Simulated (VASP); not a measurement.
A run of VASP 6.6.1 is set up as follows.

INCAR

```
PREC = Accurate ; ENCUT = 520
EDIFF = 1E-6 ; ISMEAR = -1
SIGMA = 0.1 ; LREAL = F
LASPH = T ; NELM = 60
ALGO = Normal ; ISIF = 2
LWAVE = F ; LCHARG = F
GGA = PE ; NBANDS = 12
```

KPOINTS

```
Automatic mesh
0
Gamma
  15 15 15
```

Contents of POSCAR:

```
Cu
1.0
    0.0000000000      1.8145751207      1.8145751207
    1.8145751207      0.0000000000      1.8145751207
    1.8145751207      1.8145751207      0.0000000000
Cu
1
Direct
    0.0000000000      0.0000000000      0.0000000000
```

Potentials or basis: VASP PAW PBE potentials, release 64 (Cu).

Run with:

```sh
$ cat potpaw_PBE.64/Cu/POTCAR > POTCAR
$ mpirun -np 1 vasp_std > vasp.out
```

**Question.** Estimate the band gap on the k mesh.

**Answer.** Zero (an odd number of electrons rules out a gap without spin polarisation).

**Question.** Predict the pressure.

**Answer.** 0.6 GPa.
